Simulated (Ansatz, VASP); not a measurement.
# Ta: VASP beside Ansatz

```
Ta
1.0
     2.34667    1.35485    0.95813
    -2.34667    1.35485    0.95813
     0.00000   -2.70970    0.95813
Ta
1
Direct
  0.50000 0.50000 0.50000
```

Alike in both runs: functional PBE; k mesh 18 × 18 × 18; occupations gaussian, width 0.1 eV; no spin polarisation.

Ansatz relaxed the structure, and its values are those at the end. VASP's run is a single point on that final structure, the one shown.

```csv
,VASP,Ansatz
version,VASP 6.6.1,Ansatz 0.2.0
potentials or method,"VASP PAW PBE potentials, release 64 (Ta_pv), cutoff 520 eV","scalar-relativistic, plane waves, PAW"
valence electrons in the cell,11,13
```

|  | VASP | Ansatz | Ansatz less VASP |
| --- | --- | --- | --- |
| gap on the k mesh at the Fermi level (eV) | none | none | - |
| pressure (GPa) | 0.1 | 0.0 | -0.09 |

A gap of «none» marks a metal or a gap that the smearing closes. The functional is the same, so the differences come from potentials, cutoffs and numerics. VASP's potentials hold 11 valence electrons a cell and Ansatz's 13, so a difference there can come from the potentials and not from the codes.

Neither program's run includes spin-orbit coupling.
